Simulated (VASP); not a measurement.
# ScAs6 (Cmmm) in VASP: notebook, part 2 of 2

VASP 6.6.1.

### 3 Single point, PBE

This run uses another cell than the first one, of 14.51 Å³/atom.

File INCAR:

```
SYSTEM = ScAs6
PREC = Accurate
ENCUT = 520
EDIFF = 1E-6
ISMEAR = 0
SIGMA = 0.1
LREAL = .FALSE.
LASPH = .TRUE.
NELM = 100
ALGO = Normal
ISIF = 2
LWAVE = .FALSE.
LCHARG = .TRUE.
GGA = PE
LELF = .TRUE.
LVHAR = .TRUE.
NBANDS = 30
```

File KPOINTS:

```
Automatic mesh
0
G
  4 4 6
  0 0 0
```

File POSCAR:

```
ScAs6
1.0
    2.5585529300     -5.4568626800      0.0000000000
    2.5585529300      5.4568626800      0.0000000000
    0.0000000000      0.0000000000      3.6365348500
Sc As
1 6
Direct
    0.5000000000      0.5000000000      0.0000000000
    0.1019200500      0.3216338200      0.5000000000
    0.8980799500      0.6783661800      0.5000000000
    0.3216338200      0.1019200500      0.5000000000
    0.6783661800      0.8980799500      0.5000000000
    0.0000000000      0.5000000000      0.0000000000
    0.5000000000      0.0000000000      0.0000000000
```

Potentials or basis: VASP PAW PBE potentials, release 64 (Sc_sv, As).

The run is started by

```bash
$ cat potpaw_PBE.64/Sc_sv/POTCAR potpaw_PBE.64/As/POTCAR > POTCAR
$ mpirun -np 1 vasp_std > vasp.out
```

OUTCAR:

```text
SYSTEM = ScAs6
   PREC = Accurate
   ENCUT = 520
   EDIFF = 1E-6
   ISMEAR = 0
   LREAL = .FALSE.
   LASPH = .TRUE.
   NELM = 100
   ISIF = 2
   GGA = PE

 ion  position               nearest neighbor table
   1  0.500  0.500  0.000-   2 2.63   3 2.63   4 2.63   5 2.63   2 2.63   3 2.63   4 2.63   5 2.63
                             6 3.01   7 3.01   7 3.01   6 3.01
   2  0.102  0.322  0.500-   5 2.17   6 2.38   6 2.38   4 2.40   1 2.63   1 2.63
   3  0.898  0.678  0.500-   4 2.17   6 2.38   6 2.38   5 2.40   1 2.63   1 2.63
   4  0.322  0.102  0.500-   3 2.17   7 2.38   7 2.38   2 2.40   1 2.63   1 2.63
   5  0.678  0.898  0.500-   2 2.17   7 2.38   7 2.38   3 2.40   1 2.63   1 2.63
   6  0.000  0.500  0.000-   2 2.38   3 2.38   2 2.38   3 2.38   7 2.56   7 2.56   1 3.01   1 3.01

   7  0.500  0.000  0.000-   4 2.38   5 2.38   4 2.38   5 2.38   6 2.56   6 2.56   1 3.01   1 3.01

  LATTYP: Found a base centered orthorhombic cell.
 ALAT       =     5.1171058600
 B/A-ratio  =     2.1327925704
 C/A-ratio  =     0.7106624232

  Lattice vectors:

 A1 = (   2.5585529300,  -5.4568626800,   0.0000000000)
 A2 = (   2.5585529300,   5.4568626800,   0.0000000000)
 A3 = (   0.0000000000,   0.0000000000,   3.6365348500)

Analysis of symmetry for initial positions (statically):
=====================================================================
 Subroutine PRICEL returns:
 Original cell was already a primitive cell.

 Routine SETGRP: Setting up the symmetry group for a
 base centered orthorhombic supercell.

 Subroutine GETGRP returns: Found  8 space group operations
 (whereof  8 operations were pure point group operations)
 out of a pool of  8 trial point group operations.

The static configuration has the point symmetry D_2h.

Analysis of symmetry for dynamics (positions and initial velocities):
=====================================================================
 Subroutine PRICEL returns:
 Original cell was already a primitive cell.

 Routine SETGRP: Setting up the symmetry group for a
 base centered orthorhombic supercell.

 Subroutine GETGRP returns: Found  8 space group operations
 (whereof  8 operations were pure point group operations)
 out of a pool of  8 trial point group operations.

The dynamic configuration has the point symmetry D_2h.

 Subroutine INISYM returns: Found  8 space group operations
 (whereof  8 operations are pure point group operations),
 and found     1 'primitive' translations

----------------------------------------------------------------------------------------

                                     Primitive cell

  volume of cell :     101.5442

  direct lattice vectors                    reciprocal lattice vectors
     2.558552930 -5.456862680  0.000000000     0.195422965 -0.091627741  0.000000000
     2.558552930  5.456862680  0.000000000     0.195422965  0.091627741  0.000000000
     0.000000000  0.000000000  3.636534850     0.000000000  0.000000000  0.274987053

  length of vectors
     6.026901642  6.026901642  3.636534850     0.215837388  0.215837388  0.274987053

  position of ions in fractional coordinates (direct lattice)
     0.500000000  0.500000000  0.000000000
     0.101920050  0.321633820  0.500000000
     0.898079950  0.678366180  0.500000000
[... 46 lines left out ...]
  0.250000  0.250000  0.000000      2.000000
  0.500000  0.250000  0.000000      4.000000
 -0.250000  0.250000  0.000000      2.000000
[... 16 lines left out ...]
  0.250000  0.000000  0.500000      4.000000
  0.500000  0.000000  0.500000      2.000000
 [... further k-points ...]
   k-points           NKPTS =     28   k-points in BZ     NKDIM =     28   number of bands    NBANDS=     30
   number of dos      NEDOS =    301   number of ions     NIONS =      7
   total plane-waves  NPLWV =  64512
   dimension x,y,z NGX =    48 NGY =   48 NGZ =   28
   dimension x,y,z NGXF=    96 NGYF=   96 NGZF=   56
   ions per type =               1   6
   NGX,Y,Z   is equivalent  to a cutoff of  13.24, 13.24, 12.80 a.u.
   NGXF,Y,Z  is equivalent  to a cutoff of  26.48, 26.48, 25.60 a.u.
 SYSTEM =  ScAs6
   PREC   = accura    normal or accurate (medium, high low for compatibility)
   ISTART =      0    job   : 0-new  1-cont  2-samecut
   ICHARG =      2    charge: 1-file 2-atom 10-const
   ISPIN  =      1    spin polarized calculation?
   LNONCOLLINEAR =      F non collinear calculations
   LSORBIT =      F    spin-orbit coupling
   LASPH  =      T    aspherical Exc in radial PAW
   ENCUT  =  520.0 eV  38.22 Ry    6.18 a.u.  11.21 11.21  6.76*2*pi/ulx,y,z
   NELM   =    100;   NELMIN=  2; NELMDL= -5     # of ELM steps
   EDIFF  = 0.1E-05   stopping-criterion for ELM
   LREAL  =      F    real-space projection
   EDIFFG = 0.1E-04   stopping-criterion for IOM
   NSW    =      0    number of steps for IOM
   IBRION =     -1    ionic relax: 0-MD 1-quasi-New 2-CG
   NFREE  =      0    steps in history (QN), initial steepest desc. (CG)
   ISIF   =      2    stress and relaxation
   ISYM   =      2    0-nonsym 1-usesym 2-fastsym
   POTIM  = 0.5000    time-step for ionic-motion
   TEBEG  =    0.0;   TEEND  =   0.0 temperature during run
   PSTRESS=    0.0 pullay stress
   NELECT =      41.0000    total number of electrons
   NUPDOWN=      -1.0000    fix difference up-down
   EMIN   =  10.00;   EMAX   =-10.00  energy-range for DOS
   EFERMI =   0.00;   METHOD = LEGACY
   ISMEAR =     0;   SIGMA  =   0.10  broadening in eV -4-tet -1-fermi 0-gaus
   EFERMI_NEDOS =   21; number of points for ismear=-14 and -15
   IALGO  =     38    algorithm
   IMIX   =      4    mixing-type and parameters
     AMIX     =   0.40;   BMIX     =  1.00
     AMIX_MAG =   1.60;   BMIX_MAG =  1.00
  volume/ion in A,a.u.               =      14.51        97.89
  Fermi-wavevector in a.u.,A,eV,Ry     =   1.209997  2.286563 19.920200  1.464093
  Thomas-Fermi vector in A             =   2.345558
   LORBIT       =      0    0 simple, 1 ext, 2 COOP (PROOUT), +10 PAW based schemes
   GGA     = PE    functional components
   LHFCALC =     F    Hartree Fock is set to
   AEXX    =    0.0000 exact exchange contribution
   IVDW    =     0    specifies the selected vdW correction
   LEPSILON=     F    determine dielectric tensor
   LRPA    =     F    only Hartree local field effects (RPA)
 non-spin polarized calculation
 Gauss-broadening in eV      SIGMA  =   0.10
  energy-cutoff  :      520.00
  volume of cell :      101.54
 maximum number of plane-waves:      2762
 NGX is ok and might be reduce to    48
   NGX = 23   NGY = 23   NGZ = 13

 number of electron      40.9999998 magnetization

 Free energy of the ion-electron system (eV)
  ---------------------------------------------------
  ext. energy  EPLUGINS =         0.00000000
  ---------------------------------------------------
  free energy    TOTEN  =       -27.45297017 eV

  energy without entropy =      -27.43698434  energy(sigma->0) =      -27.44497725

 E-fermi :  10.0511     XC(G=0): -11.8508

 val. band max:       10.0195555429   @ k =   0.0000   0.0000   0.0000
 cond. band min:      10.0560881320   @ k =   0.2500   0.0000   0.5000
 fundamental gap:      0.0365325891
 Fermi energy:        10.0511391971

 k-point     1 :       0.0000    0.0000    0.0000
  band No.  band energies     occupation
      1     -39.2412      2.00000
      2     -18.1156      2.00000
      3     -18.0501      2.00000
      4     -17.9847      2.00000
      5      -8.3832      2.00000
      6      -4.0871      2.00000
[... 781 lines left out ...]
     29      14.8060      0.00000
     30      15.0254      0.00000

 [... further k-points ...]

------------------------ aborting loop because EDIFF is reached ----------------------------------------

  FORCE on cell =-STRESS in cart. coord.  units (eV):
  Direction    XX          YY          ZZ          XY          YZ          ZX
  --------------------------------------------------------------------------------------
  -------------------------------------------------------------------------------------
  Total       42.5822470     45.5940761     37.3433778      0.0000000      0.0000000      0.0000000
  in kB      671.8680307    719.3890471    589.2084954      0.0000000      0.0000000      0.0000000
  external PRESSURE =     660.1551911 kB  Pullay stress =       0.0000000 kB

 VOLUME and BASIS-vectors are now :
 -----------------------------------------------------------------------------
  energy-cutoff  :      520.00
  volume of cell :      101.54
      direct lattice vectors                 reciprocal lattice vectors
     2.558552930 -5.456862680  0.000000000     0.195422965 -0.091627741  0.000000000
     2.558552930  5.456862680  0.000000000     0.195422965  0.091627741  0.000000000
     0.000000000  0.000000000  3.636534850     0.000000000  0.000000000  0.274987053

 POSITION                                       TOTAL-FORCE (eV/Angst)
 -----------------------------------------------------------------------------------
      2.55855      0.00000      0.00000         0.000000     -0.000000      0.000000
      1.08368      1.19895      1.81827         2.969601     -0.879249      0.000000
      4.03342     -1.19895      1.81827        -2.969601      0.879249     -0.000000
      1.08368     -1.19895      1.81827         2.969601      0.879249      0.000000
      4.03342      1.19895      1.81827        -2.969601     -0.879249     -0.000000
      1.27928      2.72843      0.00000         0.000000     -0.000000      0.000000
      1.27928     -2.72843      0.00000        -0.000000     -0.000000      0.000000
 -----------------------------------------------------------------------------------
    total drift:                                0.000000     -0.000000      0.000000

  FREE ENERGIE OF THE ION-ELECTRON SYSTEM (eV)
  ---------------------------------------------------
  free  energy   TOTEN  =       -27.4529701700 eV

  energy  without entropy=      -27.4369843363  energy(sigma->0) =      -27.44497725
```

Wall time 2.9 min (1 thread of Oxide Virtual Turin-like, shared host); peak memory 0.23 GiB.

Results:

* Free energy: -27.4530 eV
* Pressure: 66.0 GPa
* Largest force: 3.097 eV/Å
* Band gap on the k mesh: zero (an odd number of electrons rules out a gap without spin polarisation)

Forces on the atoms (eV/Å):
```
Sc   0.000  0.000  0.000
As   2.970 -0.879  0.000
As  -2.970  0.879  0.000
As   2.970  0.879  0.000
As  -2.970 -0.879  0.000
As   0.000  0.000  0.000
As   0.000  0.000  0.000
```

Caveat: the stress differs along the axes, from 59 to 72 GPa; an odd number of electrons without spin polarisation forces a metal; a magnetic or distorted state may lie lower.

The gap in the log of VASP goes by the Fermi energy; the results here count the filled bands.